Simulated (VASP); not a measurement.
# ZnCu2SnSe4: single point with r2SCAN

The system is ZnCu2SnSe4, a slab with vacuum.

```
Sn Se Cu Zn
1.0
     5.36706    0.00000    0.00000
    -0.13389    5.76204    0.00000
     0.00000    0.00000   13.28073
Sn Se Cu Zn
1 4 2 1
Direct
  0.67765 0.68681 0.15292
  0.93777 0.95835 0.25925
  0.42398 0.94469 0.05039
  0.41434 0.43494 0.25940
  0.94225 0.44021 0.05030
  0.15130 0.68980 0.36031
  0.66227 0.19468 0.35861
  0.18069 0.19171 0.15402
```

* Program: VASP 6.6.1
* Task: single point
* Functional: r2SCAN
* Potentials or basis: VASP PAW PBE potentials, release 64 (Sn_d, Se, Cu, Zn)
* Cutoff: 520 eV
* k mesh: 4 × 3 × 1, shifted
* Occupations: fermi-dirac, width 0.1492 eV
* Spin: no spin polarisation

* Largest force: 3.477 eV/Å
* Band gap on the k mesh: 0.59 eV (least direct gap 0.74 eV)

Forces in eV/Å, atoms in the order of the input:
```
Sn   0.307  0.404 -1.644
Se  -0.290 -0.072  3.159
Se  -0.115  0.170 -0.483
Se  -0.553 -0.099  3.431
Se   0.055 -0.154 -0.521
Cu   0.241 -0.054 -1.292
Cu   0.253 -0.116 -1.202
Zn   0.100 -0.079 -1.447
```

Levels at points of the mesh, in eV from the valence-band top:
```
           k point  band 34  band 35  band 36  band 37  band 38  band 39
(0.12, 0.00, 0.00)    -1.67    -0.82    -0.39     0.59     1.70     1.88
```

It took 17 min on 1 thread of Intel(R) Xeon(R) Platinum 8259CL CPU @ 2.50GHz (Skylake/Cascade Lake), with other jobs on the host, peak memory 0.57 GiB.

Caveat: the PAW data sets were made with another functional, which shifts forces and pressure a little; spin-orbit coupling is left out, which moves the levels of the heavy elements.
